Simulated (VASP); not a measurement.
# AlFe (P1) in VASP: notebook, part 2 of 2

VASP 6.6.1. Earlier steps stand in the parts before.

**3. Single point, LDA, collinear spin, ferromagnetic start**

This run uses another cell than the first one, of 12.32 Å³/atom.

The input, INCAR:

```
SYSTEM = AlFe
ALGO = Normal ; EDIFF = 1E-6
ENCUT = 520 ; GGA = CA
ISIF = 2 ; ISMEAR = -1
ISPIN = 2 ; LASPH = .TRUE.
LCHARG = .FALSE. ; LMAXMIX = 4
LORBIT = 11 ; LREAL = .FALSE.
LWAVE = .FALSE. ; MAGMOM = 0 2.4
NBANDS = 16 ; NELM = 150
PREC = Accurate ; SIGMA = 0.1
```

The input, KPOINTS:

```
k-points
0
G
  7 7 7
  0 0 0
```

The input, POSCAR:

```
AlFe
1.0
    2.9100000000      0.0000000000      0.0000000000
    0.0000000000      2.9100000000      0.0000000000
    0.0000000000      0.0000000000      2.9100000000
Al Fe
1 1
Direct
    0.0008200000      0.0064200000      0.0081700000
    0.4997100000      0.4938200000      0.4953000000
```

Potentials or basis: VASP PAW LDA potentials, release 64 (Al, Fe).

Command:

```console
$ cat potpaw_LDA.64/Al/POTCAR potpaw_LDA.64/Fe/POTCAR > POTCAR
$ mpirun -np 1 vasp_std > vasp.out
```

Run time: 35 s. Hardware: 1 thread of Intel Xeon 6975P-C (Granite Rapids), shared host; peak memory 0.21 GiB.

Results (log left out):

```yaml
Free_energy: -14.2279 eV
Pressure: -15.6 GPa
Largest_force: 0.332 eV/Å
Net_moment: 0.63 μB per cell
Site_moments: Al -0.02; Fe +0.66 μB
Valence_electrons_inside_the_program's_atomic_spheres: Al 0.83; Fe 7.38
```

Forces in eV/Å, atoms in the order of the input:
```
Al  -0.020 -0.232 -0.237
Fe   0.020  0.232  0.237
```

Stress tensor (GPa, compression positive):
```
-15.58   0.02   0.02
  0.02 -15.66   0.18
  0.02   0.18 -15.66
```

Levels at points of the mesh, in eV from the Fermi level:
Spin up:
| k point | band 3 | band 4 | band 5 | band 6 | band 7 | band 8 | band 9 | band 10 |
| --- | --- | --- | --- | --- | --- | --- | --- | --- |
| (0.00, 0.00, 0.00) | -2.42 | -0.28 | -0.28 | -0.28 | 6.09 | 6.09 | 6.10 | 9.17 |
Spin down:
| k point | band 1 | band 2 | band 3 | band 4 | band 5 | band 6 | band 7 | band 8 | band 9 | band 10 |
| --- | --- | --- | --- | --- | --- | --- | --- | --- | --- | --- |
| (0.00, 0.00, 0.00) | -10.14 | -2.06 | -2.06 | 0.34 | 0.35 | 0.35 | 6.13 | 6.14 | 6.14 | 9.30 |

Caveat: the cell stands under tension.

**4. Single point, LDA, collinear spin, ferromagnetic start**

This run uses another cell than the first one, of 12.32 Å³/atom.

INCAR is that of step 3.

KPOINTS is that of step 3.

Edit POSCAR of step 3 so:

```diff
@@ -9,2 +9,2 @@
     0.0008200000      0.0064200000      0.0081700000
-    0.4997100000      0.4938200000      0.4953000000
+    0.4997100000      0.4951945704      0.4953000000
```

Command:

```console
$ cat potpaw_LDA.64/Al/POTCAR potpaw_LDA.64/Fe/POTCAR > POTCAR
$ mpirun -np 1 vasp_std > vasp.out
```

It took 34 s on 1 thread of Intel Xeon 6975P-C (Granite Rapids), shared host; peak memory 0.21 GiB.

Results (log left out):

* Free energy: -14.2287 eV
* Pressure: -15.7 GPa
* Largest force: 0.314 eV/Å
* Net moment: 0.63 μB per cell
* Site moments: Al -0.02; Fe +0.66 μB
* Valence electrons inside the program's atomic spheres: Al 0.83; Fe 7.37

Forces on the atoms (eV/Å):
```
Al  -0.020 -0.206 -0.236
Fe   0.020  0.206  0.236
```

Stress tensor (GPa, compression positive):
```
-15.60   0.01   0.02
  0.01 -15.67   0.16
  0.02   0.16 -15.69
```

Levels at points of the mesh, in eV from the Fermi level:
Spin up:
```
           k point  band 3  band 4  band 5  band 6  band 7  band 8  band 9  band 10
(0.00, 0.00, 0.00)   -2.42   -0.28   -0.28   -0.28    6.09    6.09    6.10     9.17
```
Spin down:
```
           k point  band 3  band 4  band 5  band 6  band 7  band 8
(0.00, 0.00, 0.00)   -2.06    0.35    0.35    0.35    6.13    6.14
```

Caveat: the cell stands under tension.

**5. Single point, LDA, collinear spin, ferromagnetic start**

This run uses another cell than the first one, of 12.32 Å³/atom.

The input, INCAR:

```
PREC     = Accurate       # precision mode
ENCUT    = 520            # plane-wave cutoff, eV
EDIFF    = 1E-6           # SCF threshold, eV
ISMEAR   = -1             # smearing method
SIGMA    = 0.1            # smearing width, eV
LREAL    = False          # projectors in reciprocal space
LASPH    = True           # aspherical terms in the spheres
NELM     = 150            # most SCF steps
ALGO     = Normal         # electronic algorithm
ISIF     = 2              # what is computed and relaxed
LWAVE    = False          # write WAVECAR
LCHARG   = False          # write CHGCAR
ISPIN    = 2              # spin polarisation
MAGMOM   = 0 2.4          # initial moments
LORBIT   = 11             # projections on sites
LMAXMIX  = 4              # l up to which the mixer works
NBANDS   = 16             # bands
```

The input, KPOINTS:

```
Automatic mesh
0
Gamma
  7 7 7
```

Edit POSCAR of step 4 so:

```diff
@@ -9,2 +9,2 @@
     0.0008200000      0.0064200000      0.0081700000
-    0.4997100000      0.4951945704      0.4953000000
+    0.4997100000      0.4924454296      0.4953000000
```

Command:

```console
$ cat potpaw_LDA.64/Al/POTCAR potpaw_LDA.64/Fe/POTCAR > POTCAR
$ mpirun -np 1 vasp_std > vasp.out
```

Wall time 34 s (1 thread of Intel Xeon 6975P-C (Granite Rapids), shared host); peak memory 0.21 GiB.

The run converged. Its results:

| Quantity | Value |
| --- | --- |
| Free energy | -14.2269 eV |
| Pressure | -15.6 GPa |
| Largest force | 0.350 eV/Å |
| Net moment | 0.63 μB per cell |
| Site moments | Al -0.02; Fe +0.66 μB |
| Valence electrons inside the program's atomic spheres | Al 0.83; Fe 7.38 |

Forces in eV/Å, atoms in the order of the input:
```
Al  -0.021 -0.257 -0.237
Fe   0.021  0.257  0.237
```

Stress tensor (GPa, compression positive):
```
-15.55   0.02   0.02
  0.02 -15.65   0.20
  0.02   0.20 -15.64
```

Levels at points of the mesh, in eV from the Fermi level:
Spin up:
```tsv
k point	band 4	band 5	band 6	band 7	band 8	band 9
(0.00, 0.00, 0.00)	-0.28	-0.28	-0.28	6.09	6.09	6.10
```
Spin down:
```csv
k point,band 3,band 4,band 5,band 6,band 7,band 8
"(0.00, 0.00, 0.00)",-2.06,0.34,0.35,0.35,6.13,6.14
```

Caveat: the cell stands under tension.

**6. Single point, LDA, collinear spin, ferromagnetic start**

This run uses another cell than the first one, of 12.32 Å³/atom.

The input, INCAR:

```
SYSTEM = AlFe
PREC     = Accurate       ! precision mode
ENCUT    = 520            ! plane-wave cutoff, eV
EDIFF    = 1E-7           ! SCF threshold, eV
ISMEAR   = -1             ! smearing method
SIGMA    = 0.1            ! smearing width, eV
LREAL    = .False.        ! projectors in reciprocal space
LASPH    = .True.         ! aspherical terms in the spheres
NELM     = 150            ! most SCF steps
ALGO     = Normal         ! electronic algorithm
ISIF     = 2              ! what is computed and relaxed
LWAVE    = .False.        ! write WAVECAR
LCHARG   = .False.        ! write CHGCAR
ISPIN    = 2              ! spin polarisation
MAGMOM   = 0 2.4          ! initial moments
LORBIT   = 11             ! projections on sites
LMAXMIX  = 4              ! l up to which the mixer works
GGA      = CA             ! functional
NBANDS   = 16             ! bands
```

The input, KPOINTS:

```
regular mesh
0
Gamma
  7 7 7
  0 0 0
```

Edit POSCAR of step 5 so:

```diff
@@ -9,2 +9,2 @@
     0.0008200000      0.0064200000      0.0081700000
-    0.4997100000      0.4924454296      0.4953000000
+    0.4997100000      0.4993182818      0.4953000000
```

Potentials or basis: VASP PAW LDA potentials, release 64 (Al, Fe).

Command:

```console
$ cat potpaw_LDA.64/Al/POTCAR potpaw_LDA.64/Fe/POTCAR > POTCAR
$ mpirun -np 1 vasp_std > vasp.out
```

Wall time 39 s (1 thread of Intel Xeon 6975P-C (Granite Rapids), shared host); peak memory 0.21 GiB.

Results (log left out):

```yaml
Free_energy: -14.2308 eV
Pressure: -15.8 GPa
Largest_force: 0.271 eV/Å
Net_moment: 0.63 μB per cell
Site_moments: Al -0.02; Fe +0.66 μB
Valence_electrons_inside_the_program's_atomic_spheres: Al 0.83; Fe 7.37
```

Forces in eV/Å, atoms in the order of the input:
```
Al  -0.020 -0.131 -0.236
Fe   0.020  0.131  0.236
```

Stress tensor (GPa, compression positive):
```
-15.74   0.01   0.02
  0.01 -15.77   0.10
  0.02   0.10 -15.83
```

Levels at points of the mesh, in eV from the Fermi level:
Spin up:
| k point | band 2 | band 3 | band 4 | band 5 | band 6 | band 7 | band 8 | band 9 | band 10 | band 11 |
| --- | --- | --- | --- | --- | --- | --- | --- | --- | --- | --- |
| (0.00, 0.00, 0.00) | -2.42 | -2.42 | -0.28 | -0.28 | -0.28 | 6.09 | 6.09 | 6.10 | 9.17 | 9.17 |
Spin down:
```
           k point  band 2  band 3  band 4  band 5  band 6  band 7  band 8  band 9
(0.00, 0.00, 0.00)   -2.06   -2.06    0.35    0.35    0.35    6.13    6.13    6.14
```

Caveat: the cell stands under tension.

**7. Single point, LDA, collinear spin, ferromagnetic start**

This run uses another cell than the first one, of 12.32 Å³/atom.

The input, INCAR:

```
SYSTEM = AlFe
PREC     = Accurate       ! precision mode
ENCUT    = 520            ! plane-wave cutoff, eV
EDIFF    = 1E-6           ! SCF threshold, eV
ISMEAR   = -1             ! smearing method
SIGMA    = 0.1            ! smearing width, eV
LREAL    = .FALSE.        ! projectors in reciprocal space
LASPH    = .TRUE.         ! aspherical terms in the spheres
NELM     = 150            ! most SCF steps
ALGO     = Normal         ! electronic algorithm
ISIF     = 2              ! what is computed and relaxed
LWAVE    = .FALSE.        ! write WAVECAR
LCHARG   = .FALSE.        ! write CHGCAR
ISPIN    = 2              ! spin polarisation
MAGMOM   = 0 2.4          ! initial moments
LORBIT   = 11             ! projections on sites
LMAXMIX  = 4              ! l up to which the mixer works
GGA      = CA             ! functional
NBANDS   = 16             ! bands
```

The input, KPOINTS:

```
regular mesh
0
G
  7 7 7
  0 0 0
```

Edit POSCAR of step 6 so:

```diff
@@ -9,2 +9,2 @@
     0.0008200000      0.0064200000      0.0081700000
-    0.4997100000      0.4993182818      0.4953000000
+    0.4997100000      0.4883217182      0.4953000000
```

Command:

```console
$ cat potpaw_LDA.64/Al/POTCAR potpaw_LDA.64/Fe/POTCAR > POTCAR
$ mpirun -np 1 vasp_std > vasp.out
```

It took 34 s on 1 thread of Intel Xeon 6975P-C (Granite Rapids), shared host; peak memory 0.21 GiB.

Results (log left out):

- Free energy: -14.2233 eV
- Pressure: -15.5 GPa
- Largest force: 0.409 eV/Å
- Net moment: 0.63 μB per cell
- Site moments: Al -0.02; Fe +0.66 μB
- Valence electrons inside the program's atomic spheres: Al 0.83; Fe 7.38

Forces on the atoms (eV/Å):
```
Al  -0.021 -0.333 -0.238
Fe   0.021  0.333  0.238
```

Stress tensor (GPa, compression positive):
```
-15.46   0.02   0.02
  0.02 -15.62   0.27
  0.02   0.27 -15.54
```

Levels at points of the mesh, in eV from the Fermi level:
Spin up:
```tsv
k point	band 2	band 3	band 4	band 5	band 6	band 7	band 8	band 9	band 10	band 11
(0.00, 0.00, 0.00)	-2.42	-2.42	-0.28	-0.28	-0.28	6.09	6.09	6.10	9.18	9.18
```
Spin down:
| k point | band 1 | band 2 | band 3 | band 4 | band 5 | band 6 | band 7 | band 8 | band 9 | band 10 |
| --- | --- | --- | --- | --- | --- | --- | --- | --- | --- | --- |
| (0.00, 0.00, 0.00) | -10.14 | -2.06 | -2.06 | 0.34 | 0.35 | 0.35 | 6.13 | 6.14 | 6.15 | 9.30 |

Caveat: the cell stands under tension.

**8. Summary**

| cell | gap on the mesh (eV) | pressure (GPa) | moment (μB) | largest force (eV/Å) |
| --- | --- | --- | --- | --- |
| a = 2.905 Å, 2 atoms, atomic positions A | none | -15.0 | 0.62 | 0.34 |
| a = 2.910 Å, 2 atoms, atomic positions A | none | -15.6 | 0.63 | 0.35 |
| a = 2.910 Å, 2 atoms, atomic positions B | none | -15.8 | 0.63 | 0.27 |
| a = 2.910 Å, 2 atoms, atomic positions C | none | -15.5 | 0.63 | 0.41 |

Alike in all rows: task single point; level LDA; potentials or basis VASP PAW LDA potentials, release 64 (Al, Fe); spin collinear, ferromagnetic start; k mesh 7 × 7 × 7; cutoff (eV) 520; smearing fermi-dirac 0.1 eV.

Caveats: the cell stands under tension.

Total energies depend on the potentials used, so only differences within one code and one set of settings carry meaning.
